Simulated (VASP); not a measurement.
A run of VASP 6.6.1 is set up as follows.

INCAR

```
SYSTEM = Ti2C
PREC     = Accurate       ! precision mode
ENCUT    = 910            ! plane-wave cutoff, eV
EDIFF    = 1E-6           ! SCF threshold, eV
ISMEAR   = 0              ! smearing method
SIGMA    = 0.1            ! smearing width, eV
LREAL    = .FALSE.        ! projectors in reciprocal space
LASPH    = .TRUE.         ! aspherical terms in the spheres
NELM     = 120            ! most SCF steps
ALGO     = Normal         ! electronic algorithm
ISIF     = 2              ! what is computed and relaxed
LWAVE    = .FALSE.        ! write WAVECAR
LCHARG   = .TRUE.         ! write CHGCAR
LELF     = .TRUE.         ! ELF
LVHAR    = .TRUE.       
NBANDS   = 68             ! bands
GGA_COMPAT= .FALSE.
```

File KPOINTS:

```
regular mesh
0
G
  4 4 4
  0 0 0
```

POSCAR

```
Ti2C
1.0
    0.0000000000      4.2391911411      4.2391911411
    4.2391911411      0.0000000000      4.2391911411
    4.2391911411      4.2391911411      0.0000000000
Ti C
8 4
Direct
    0.8579651325      0.3806782892      0.3806782892
    0.3806782892      0.3806782892      0.3806782892
    0.3806782892      0.3806782892      0.8579651325
    0.8693217108      0.3920348675      0.8693217108
    0.8693217108      0.8693217108      0.8693217108
    0.3920348675      0.8693217108      0.8693217108
    0.8693217108      0.8693217108      0.3920348675
    0.3806782892      0.8579651325      0.3806782892
    0.6250000000      0.6250000000      0.6250000000
    0.1250000000      0.6250000000      0.6250000000
    0.6250000000      0.6250000000      0.1250000000
    0.6250000000      0.1250000000      0.6250000000
```

Potentials or basis: VASP PAW LDA potentials, release 64 (Ti_sv, C_h).

Launch:

```console
$ cat potpaw_LDA.64/Ti_sv/POTCAR potpaw_LDA.64/C_h/POTCAR > POTCAR
$ mpirun -np 1 vasp_std > vasp.out
```

(1) Predict the pressure.

(2) Estimate the band gap on the k mesh.

(3) What does it give for the largest force?

## Answers

(1) 0.3 GPa.

(2) zero (bands 56 and 57 overlap by 0.25 eV).

(3) 0.040 eV/Å.

Caveat: the cutoff is under 1.25 times the usual one of these potentials, so pressure, stress and relaxed cells hold a basis-set (Pulay) error.
